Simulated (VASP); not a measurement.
Set up this calculation in VASP 6.6.1, as the native input.

- Task: single point
- Functional: RPBE
- Potentials or basis: VASP PAW PBE potentials, release 64 (Al)
- Cutoff: 520 eV
- k mesh: 14 × 14 × 8
- Occupations: fermi-dirac, width 0.1 eV
- Spin: no spin polarisation
- Dipole correction: no
- Further INCAR settings: ALGO = Normal; EDIFF = 1e-06; NBANDS = 10

The structure of Al lies in POSCAR:

```
Al
1.0
    2.9718749328      0.0000000000      0.0000000000
   -1.4859374664      2.5737191887      0.0000000000
    0.0000000000      0.0000000000      4.7808691177
Al
2
Direct
    0.3333333333      0.6666666667      0.2500000000
    0.6666666667      0.3333333333      0.7500000000
```

This cell differs from its parent crystal: volume scaled by 1.08.

These files were run (other wordings do the same):

INCAR

```
PREC = Accurate
ENCUT = 520
EDIFF = 1E-6
ISMEAR = -1
SIGMA = 0.1
LREAL = False
LASPH = True
NELM = 80
ALGO = Normal
ISIF = 2
LWAVE = False
LCHARG = False
GGA = RP
NBANDS = 10
```

KPOINTS

```
Automatic mesh
0
Gamma
  14 14 8
```

Potentials or basis: VASP PAW PBE potentials, release 64 (Al).

Command:

```console
$ cat potpaw_PBE.64/Al/POTCAR > POTCAR
$ mpirun -np 1 vasp_std > vasp.out
```

It gave:

```yaml
Pressure: -4.8 GPa
Band_gap_on_the_k_mesh: zero (band 3 reaches 11.24 eV, above the bottom of band 4 at 3.96 eV)
```

Caveat: the PAW data sets were made with another functional, which shifts forces and pressure a little.

Run time: 42 s on 1 thread of Intel Xeon 8259CL, on a shared host, peak memory 0.17 GiB.
